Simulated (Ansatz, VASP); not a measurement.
## One calculation of Pb, two programs

```
CELL_PARAMETERS angstrom
0.00000 3.46178 3.46178
3.46178 0.00000 3.46178
3.46178 3.46178 0.00000
ATOMIC_POSITIONS crystal
Pb 0.25000 0.25000 0.25000
Pb 0.00000 0.00000 0.00000
```

Change from the starting cell: volume scaled by 1.02.

Alike in both runs: task single point; functional PBE; k mesh 7 × 7 × 7; occupations fermi-dirac, width 0.05 eV; no spin polarisation.

|  | VASP | Ansatz |
| --- | --- | --- |
| version | VASP 6.6.1 | Ansatz 0.2.0 |
| potentials or method | VASP PAW PBE potentials, release 64 (Pb_d), cutoff 520 eV | all-electron LAPW, scalar-relativistic |

```csv
,VASP,Ansatz,Ansatz less VASP
gap on the k mesh at the Fermi level (eV),none,none,-
pressure (GPa),1.7,1.7,+0.06
```

A gap of «none» marks a metal or a gap that the smearing closes. Ansatz ran all-electron here, and VASP with PAW potentials.

Neither program's run includes spin-orbit coupling.
